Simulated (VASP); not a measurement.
Cu5Ni: single point with PBE

Crystal: Cu5Ni.

```
Cu Ni
1.0
     4.40945    0.00000    0.00000
    -2.20473    3.81870    0.00000
     0.00000    0.00000    4.18697
Cu Ni
5 1
Direct
  0.32960 0.32960 0.00000
  0.00000 0.67041 0.00000
  0.67041 0.00000 0.00000
  0.66667 0.33333 0.50000
  0.33333 0.66667 0.50000
  0.00000 0.00000 0.50000
```

* Program: VASP 6.6.1
* Task: single point
* Functional: PBE
* Potentials or basis: VASP PAW PBE potentials, release 64 (Cu, Ni)
* Cutoff: 520 eV
* k mesh: 6 × 6 × 4
* Occupations: gaussian, width 0.1 eV
* Spin: no spin polarisation

```
Pressure      : 0.5 GPa
Largest force : 0.010 eV/Å
```

Forces on the atoms (eV/Å):
```
Cu   0.005  0.009  0.000
Cu   0.005 -0.009  0.000
Cu  -0.010  0.000  0.000
Cu   0.000  0.000  0.000
Cu   0.000  0.000  0.000
Ni   0.000  0.000  0.000
```

Stress tensor (GPa, compression positive):
```
0.37 0.00 0.00
0.00 0.37 0.00
0.00 0.00 0.78
```

Levels at points of the mesh, in eV from the Fermi level:
| k point | band 30 | band 31 | band 32 | band 33 | band 34 | band 35 |
| --- | --- | --- | --- | --- | --- | --- |
| (0.00, 0.00, 0.00) | -0.91 | -0.78 | -0.78 | 3.32 | 3.32 | 3.55 |
| (0.50, 0.00, 0.00) | -0.78 | -0.70 | -0.65 | 0.33 | 1.94 | 3.77 |
| (0.00, 0.00, 0.50) | -0.87 | -0.87 | -0.62 | 4.18 | 4.19 | 4.52 |
| (0.50, 0.00, 0.50) | -0.96 | -0.68 | -0.61 | -0.54 | -0.26 | 0.64 |

Wall time 2.5 min on 1 thread of AMD EPYC 7R13, on a shared host, peak memory 0.19 GiB.

Caveat: the k points lie up to 0.38 Å⁻¹ apart. Spin polarisation is off, so any magnetic state and its effect on volume and gap are missing.
